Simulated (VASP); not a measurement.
# TiTe2: single point with PBE+D3(BJ)

The system is TiTe2.

```
Ti Te
1.0
     3.70266    0.00000    0.00000
    -1.85133    3.20659    0.00000
     0.00000    0.00000    6.36243
Ti Te
1 2
Cartesian
  0.0000 0.0000 0.0000
  1.8513 1.0689 1.7260
  0.0000 2.1377 4.6364
```

```yaml
Program: VASP 6.6.1
Task: single point
Functional: PBE
Dispersion: D3(BJ)
Potentials_or_basis: VASP PAW PBE potentials, release 64 (Ti_sv, Te)
Cutoff: 520 eV
k_mesh: 12 × 12 × 4
Occupations: fermi-dirac, width 0.02 eV
Spin: no spin polarisation
```

| Quantity | Value |
| --- | --- |
| Pressure | 0.0 GPa |
| Largest force | 0.011 eV/Å |
| Band gap on the k mesh | zero (bands 12 and 13 overlap by 0.83 eV) |
| Dispersion energy per atom | -0.523 eV |

Forces in eV/Å, atoms in the order of the input:
```
Ti   0.000  0.000  0.000
Te   0.000  0.000  0.011
Te   0.000  0.000 -0.011
```

Levels at points of the mesh, in eV from the Fermi level:
```
           k point  band 10  band 11  band 12  band 13  band 14  band 15
(0.00, 0.00, 0.00)     0.22     0.40     0.40     0.71     1.22     1.22
(0.50, 0.00, 0.00)    -2.57    -1.77    -1.24    -0.08     1.23     1.59
(0.00, 0.00, 0.50)    -1.57     0.38     0.38     0.78     0.78     1.06
(0.50, 0.00, 0.50)    -2.15    -0.96    -0.52    -0.43     1.23     1.58
```

Wall time 58 s on 1 thread of AMD EPYC 9R45 96-Core Processor (Zen 5), with other jobs on the host, peak memory 0.23 GiB.

Caveat: spin-orbit coupling is left out, which moves the levels of the heavy elements.
